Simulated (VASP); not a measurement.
## MgH2: single point with r2SCAN

MgH2:

```xyz
6
Lattice="-1.9042 1.9042 4.7323 1.9042 -1.9042 4.7323 1.9042 1.9042 -4.7323" Properties=species:S:1:pos:R:3 pbc="T T T"
Mg    0.0000    0.0000    0.0000
Mg    0.0000    1.9042    2.3661
H     0.0000    0.0000    7.4762
H     0.0000    1.9042    4.3545
H     0.0000    1.9042    0.3778
H     0.0000    0.0000    1.9884
```

```yaml
Program: VASP 6.6.1
Task: single point
Functional: r2SCAN
Potentials_or_basis: VASP PAW PBE potentials, release 64 (Mg, H)
Cutoff: 660 eV
k_mesh: 8 × 8 × 8
Occupations: gaussian, width 0.02 eV
Spin: no spin polarisation
Dipole_correction: no
Further_INCAR_settings: ALGO = Normal; EDIFF = 1e-06; NBANDS = 13
```

| Item | Value |
| --- | --- |
| Pressure | -1.3 GPa |
| Largest force | 0.029 eV/Å |
| Band gap on the k mesh | 4.08 eV (least direct gap 5.23 eV) |

Forces on the atoms (eV/Å):
```
Mg   0.000  0.000  0.000
Mg   0.000  0.000  0.000
H    0.000  0.000  0.029
H    0.000  0.000 -0.029
H    0.000  0.000  0.029
H    0.000  0.000 -0.029
```

Stress tensor (GPa, compression positive):
```
-1.21  0.00  0.00
 0.00 -1.21  0.00
 0.00  0.00 -1.43
```

Levels at points of the mesh, in eV from the valence-band top:
```tsv
k point	band 2	band 3	band 4	band 5	band 6	band 7
(0.00, 0.00, 0.00)	-2.05	-1.79	0.00	5.23	7.19	7.19
(0.50, 0.00, 0.00)	-3.62	-2.51	-0.88	4.62	7.33	7.82
(0.50, 0.50, 0.00)	-2.91	-2.49	-2.49	4.08	4.08	6.55
(0.50, 0.50, 0.50)	-5.33	-0.30	-0.30	5.91	5.91	9.31
```

Wall time 10 min on 1 thread of Intel Xeon 8259CL, with other jobs on the host, peak memory 0.39 GiB.

Caveat: the PAW data sets were made with another functional, which shifts forces and pressure a little. A k mesh can miss the band edges.
